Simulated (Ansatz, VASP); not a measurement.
## Two plane-wave programs on BeSe

File INCAR:

```
SYSTEM = BeSe
ALGO     = Normal         ! electronic algorithm
EDIFF    = 1E-6           ! SCF threshold, eV
ENCUT    = 600            ! plane-wave cutoff, eV
GGA      = PS             ! functional
GGA_COMPAT= .False.      
ISIF     = 2              ! what is computed and relaxed
ISMEAR   = 0              ! smearing method
LASPH    = .True.         ! aspherical terms in the spheres
LCHARG   = .False.        ! write CHGCAR
LREAL    = .False.        ! projectors in reciprocal space
LWAVE    = .False.        ! write WAVECAR
NBANDS   = 11             ! bands
NELM     = 120            ! most SCF steps
PREC     = Accurate       ! precision mode
SIGMA    = 0.1            ! smearing width, eV
```

File KPOINTS:

```
k-points
0
Gamma
  6 6 6
  0 0 0
```

POSCAR

```
BeSe
1.0
    0.0000000000      2.5839687400      2.5839687400
    2.5839687400      0.0000000000      2.5839687400
    2.5839687400      2.5839687400      0.0000000000
Be Se
1 1
Direct
    0.0000000000      0.0000000000      0.0000000000
    0.2500000000      0.2500000000      0.2500000000
```

Input for Ansatz:

```yaml
crystal:
  lattice:
    - [0.0, 2.58396874, 2.58396874]
    - [2.58396874, 0.0, 2.58396874]
    - [2.58396874, 2.58396874, 0.0]
  atoms:
    - { symbol: Be, position: [0.0, 0.0, 0.0] }
    - { symbol: Se, position: [0.25, 0.25, 0.25] }
basis:
  ecutwfc: 420
kpoints:
  mp_grid: { grid: [6, 6, 6] }
hamiltonian:
  xc: pbesol
  pseudopotentials: { kind: paw }
scf:
  occupations: { method: gaussian, width: 0.1 }
output:
  forces: true
  stress: true
  eigenvalues: true
```

Alike in both runs: task single point; functional PBEsol; k mesh 6 × 6 × 6; occupations gaussian, width 0.1 eV; no spin polarisation.

```csv
,VASP,Ansatz
version,VASP 6.6.1,Ansatz 0.2.0
potentials or method,"VASP PAW PBE potentials, release 64 (Be, Se), cutoff 600 eV","scalar-relativistic, plane waves, PAW"
valence electrons in the cell,8,18
```

VASP gave:

```
gap on the k mesh at the Fermi level (eV) : 2.50
least direct gap on the mesh (eV)         : 4.12
pressure (GPa)                            : -1.4
```

Task: Which values does Ansatz return?

Result: gap on the k mesh at the Fermi level (eV): 2.51; least direct gap on the mesh (eV): 4.12; pressure (GPa): -1.7.

VASP's potentials were made for PBE, not for PBEsol. With one functional, cell and mesh, what is left measures potentials, basis and numerics. VASP's potentials hold 8 valence electrons a cell and Ansatz's 18, so a difference there can come from the potentials and not from the codes.
